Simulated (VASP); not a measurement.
Set up this calculation in VASP 6.6.1, as the native input.

* Task: single point
* Functional: PBE
* Potentials or basis: VASP PAW PBE potentials, release 64 (Ti_sv)
* Cutoff: 520 eV
* k mesh: 9 × 9 × 14
* Occupations: gaussian, width 0.1 eV
* Spin: no spin polarisation
* Dipole correction: no
* Further INCAR settings: ALGO = Fast; EDIFF = 1e-06; NBANDS = 25

The structure of Ti lies in POSCAR:

```
Ti
1.0
    4.5673748306      0.0000000000      0.0000000000
   -2.2836874153      3.9554626319      0.0000000000
    0.0000000000      0.0000000000      2.8262442700
Ti
3
Direct
    0.0000000000      0.0000000000      0.0000000000
    0.3333333333      0.6666666667      0.5000000000
    0.6666666667      0.3333333333      0.5159221906
```

This cell differs from its parent crystal: one atom moved.

One way to write it, as run:

INCAR

```
PREC = Accurate
ENCUT = 520
EDIFF = 1E-6
ISMEAR = 0
SIGMA = 0.1
LREAL = False
LASPH = True
NELM = 60
ALGO = Fast
ISIF = 2
LWAVE = False
LCHARG = False
GGA = PE
NBANDS = 25
```

KPOINTS

```
regular mesh
0
Gamma
  9 9 14
```

Potentials or basis: VASP PAW PBE potentials, release 64 (Ti_sv).

Launch:

```sh
$ cat potpaw_PBE.64/Ti_sv/POTCAR > POTCAR
$ mpirun -np 1 vasp_std > vasp.out
```

It gave:

| Quantity | Value |
| --- | --- |
| Pressure | 0.5 GPa |
| Largest force | 0.138 eV/Å |
| Band gap on the k mesh | zero (bands 18 and 19 overlap by 0.24 eV) |

Caveat: the cell differs from its parent crystal (one atom moved).

It took 4.1 min on 1 thread of Intel(R) Xeon(R) 6975P-C (Granite Rapids) (shared host), peak memory 0.26 GiB.
